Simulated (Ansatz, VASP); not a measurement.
# Two plane-wave programs on LiBr

```
CELL_PARAMETERS angstrom
0.00000 2.73972 2.73972
2.73972 0.00000 2.73972
2.73972 2.73972 0.00000
ATOMIC_POSITIONS crystal
Li 0.00000 0.00000 0.00000
Br 0.50000 0.50000 0.50000
```

Alike in both runs: task single point; functional r2SCAN; k mesh 8 × 8 × 8; occupations gaussian, width 0.02 eV; no spin polarisation.

|  | VASP | Ansatz |
| --- | --- | --- |
| version | VASP 6.6.1 | Ansatz 0.2.0 |
| potentials or method | VASP PAW PBE potentials, release 64 (Li_sv, Br), cutoff 830 eV | scalar-relativistic, plane waves, PAW |
| valence electrons in the cell | 10 | 10 |

Ansatz gave:

```
gap on the k mesh at the Fermi level (eV) : 5.88
least direct gap on the mesh (eV)         : 5.88
pressure (GPa)                            : 0.0
```

Problem. Estimate VASP's values.

Solution. gap on the k mesh at the Fermi level (eV): 5.93; least direct gap on the mesh (eV): 5.93; pressure (GPa): -0.4.

VASP's potentials were made for PBE, not for r2SCAN. With one functional, cell and mesh, what is left measures potentials, basis and numerics.
